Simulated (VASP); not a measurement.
Set up this calculation in VASP 6.6.1, as the native input.

* Task: single point
* Functional: PBE0
* Potentials or basis: VASP PAW PBE potentials, release 64 (Cu, Be, Si, S)
* Cutoff: 520 eV
* k mesh: 4 × 4 × 4
* Occupations: gaussian, width 0.01 eV
* Spin: no spin polarisation
* Dipole correction: no
* Grid for exact exchange (PRECFOCK): Fast
* Further INCAR settings: ALGO = Normal; EDIFF = 1e-06; NBANDS = 36
* Share of exact exchange: 0.25

BeCu2SiS4:

```
Cu Be Si S
1.0
    -2.50293    2.50293    5.29839
     2.50293   -2.50293    5.29839
     2.50293    2.50293   -5.29839
Cu Be Si S
2 1 1 4
Cartesian
  0.0000 2.5029 2.6492
  2.5029 0.0000 2.6492
  0.0000 0.0000 0.0000
  0.0000 0.0000 5.2984
  1.2550 1.2550 6.5257
  1.2550 -1.2550 4.0711
  -1.2550 1.2550 4.0711
  1.2479 1.2479 1.2273
```

These files were run (other wordings do the same):

POSCAR

```
BeCu2SiS4
1.0
   -2.5029285361      2.5029285361      5.2983880723
    2.5029285361     -2.5029285361      5.2983880723
    2.5029285361      2.5029285361     -5.2983880723
Cu Be Si S
2 1 1 4
Direct
    0.7500000000      0.2500000000      0.5000000000
    0.2500000000      0.7500000000      0.5000000000
    0.0000000000      0.0000000000      0.0000000000
    0.5000000000      0.5000000000      0.0000000000
    0.8665282374      0.8665282374      0.5014164823
    0.1334717626      0.6348882449      0.0000000000
    0.6348882449      0.1334717626      0.0000000000
    0.3651117551      0.3651117551      0.4985835177
```

INCAR.step1

```
SYSTEM = BeCu2SiS4
PREC     = Accurate       ! precision mode
ENCUT    = 520            ! plane-wave cutoff, eV
EDIFF    = 1E-5           ! SCF threshold, eV
ISMEAR   = 0              ! smearing method
SIGMA    = 0.01           ! smearing width, eV
LREAL    = .FALSE.        ! projectors in reciprocal space
LASPH    = .TRUE.         ! aspherical terms in the spheres
NELM     = 80             ! most SCF steps
ALGO     = Normal         ! electronic algorithm
ISIF     = 2              ! what is computed and relaxed
LWAVE    = .TRUE.         ! write WAVECAR
LCHARG   = .FALSE.        ! write CHGCAR
GGA      = PE             ! functional
NBANDS   = 36             ! bands
KPAR     = 4
```

INCAR.step2

```
SYSTEM = BeCu2SiS4
PREC     = Accurate       ! precision mode
ENCUT    = 520            ! plane-wave cutoff, eV
EDIFF    = 1E-6           ! SCF threshold, eV
ISMEAR   = 0              ! smearing method
SIGMA    = 0.01           ! smearing width, eV
LREAL    = .FALSE.        ! projectors in reciprocal space
LASPH    = .TRUE.         ! aspherical terms in the spheres
NELM     = 80             ! most SCF steps
ALGO     = Normal         ! electronic algorithm
ISIF     = 2              ! what is computed and relaxed
LWAVE    = .FALSE.        ! write WAVECAR
LCHARG   = .FALSE.        ! write CHGCAR
GGA      = PE             ! functional
LHFCALC  = .TRUE.         ! exact exchange
AEXX     = 0.25           ! exact-exchange fraction
PRECFOCK = Fast         
ISTART   = 1            
NBANDS   = 36             ! bands
KPAR     = 4
```

KPOINTS

```
regular mesh
0
G
  4 4 4
  0 0 0
```

Potentials or basis: VASP PAW PBE potentials, release 64 (Cu, Be, Si, S).

Command:

```bash
$ cat potpaw_PBE.64/Cu/POTCAR potpaw_PBE.64/Be/POTCAR potpaw_PBE.64/Si/POTCAR potpaw_PBE.64/S/POTCAR > POTCAR
$ cp INCAR.step1 INCAR
$ mpirun -np 4 vasp_std > vasp.out
$ cp INCAR.step2 INCAR
$ mpirun -np 4 vasp_std > vasp.out
```

It gave:

```yaml
Pressure: 0.5 GPa
Largest_force: 0.343 eV/Å
Band_gap_on_the_k_mesh: 3.44 eV (least direct gap 3.57 eV)
```

Caveat: the PAW data sets were made with another functional, which shifts forces and pressure a little.

Run time: 59 min on 4 MPI ranks on Intel(R) Xeon(R) 6975P-C (Granite Rapids), on a shared host, peak memory 0.4 GiB a rank.
